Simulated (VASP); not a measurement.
Input of a VASP 6.6.1 run:

INCAR

```
PREC = Accurate
ENCUT = 520
EDIFF = 1E-7
ISMEAR = 0
SIGMA = 0.1
LREAL = False
LASPH = True
NELM = 100
ALGO = Fast
ISIF = 2
LWAVE = False
LCHARG = False
GGA = PS
NBANDS = 36
```

File KPOINTS:

```
Automatic mesh
0
Gamma
  12 12 8
```

Contents of POSCAR:

```
Sn
1.0
    3.3357587375      3.3357587375      0.0000000000
   -3.3357587375      3.3357587375      0.0000000000
    0.0000000000      0.0000000000      6.6715174749
Sn
4
Direct
    0.0000000000      0.0000000000      0.5000000000
    0.0000000000      0.5000000000      0.2500000000
    0.5000000000      0.5000000000      0.0000000000
    0.5000000000      0.0000000000      0.7500000000
```

Potentials or basis: VASP PAW PBE potentials, release 64 (Sn_d).

Launch:

```console
$ cat potpaw_PBE.64/Sn_d/POTCAR > POTCAR
$ mpirun -np 1 vasp_std > vasp.out
```

Problem. Estimate the pressure.

Solution. -2.2 GPa.

Problem. What does it give for the band gap on the k mesh?

Solution. Zero (bands 28 and 29 overlap by 0.30 eV).

Caveat: the cell differs from its parent crystal (equal strain along all axes, cell held: +2.0 %); the PAW data sets were made with another functional, which shifts forces and pressure a little; spin-orbit coupling is left out, which moves the levels of the heavy elements.
